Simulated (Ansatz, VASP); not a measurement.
HfO2 in VASP and in Ansatz

```
CELL_PARAMETERS angstrom
-2.55750 -2.55750 0.00000
2.55750 -2.55750 0.00000
0.00000 0.00000 11.23000
ATOMIC_POSITIONS crystal
Hf 0.00000 0.00000 0.85402
Hf 0.50000 0.50000 0.17080
Hf 0.00000 0.00000 0.39854
Hf 0.50000 0.50000 0.62628
O 0.50000 0.00000 0.05693
O 0.00000 0.50000 0.28467
O 0.50000 0.00000 0.51241
O 0.00000 0.50000 0.74015
O 0.50000 0.00000 0.28467
O 0.00000 0.50000 0.51241
O 0.50000 0.00000 0.74015
O 0.00000 0.50000 0.05693
```

Alike in both runs: task single point; functional r2SCAN; k mesh 6 × 6 × 3; occupations gaussian, width 0.05 eV; no spin polarisation.

```csv
,VASP,Ansatz
version,VASP 6.6.1,Ansatz 0.2.0
potentials or method,"VASP PAW PBE potentials, release 64 (Hf_pv, O), cutoff 520 eV","scalar-relativistic, plane waves, PAW"
valence electrons in the cell,88,152
```

Ansatz gave:

```
least direct gap on the mesh (eV)                             : 0.01
pressure (GPa)                                                : -14.8
traceless stress, the component that is largest in VASP (GPa) : -15.08
rms of the force components (eV/Å)                            : 1.171
```

**Question.** Which values does VASP return?

**Answer.** Least direct gap on the mesh (eV): 0.00; pressure (GPa): -17.8; traceless stress, the component that is largest in VASP (GPa): -15.04; rms of the force components (eV/Å): 1.134.

VASP's potentials were made for PBE, not for r2SCAN. Atom by atom the forces differ by 0.053 eV/Å (rms over components). VASP's potentials hold 88 valence electrons a cell and Ansatz's 152, so a difference there can come from the potentials and not from the codes.

Spin-orbit coupling is off throughout.
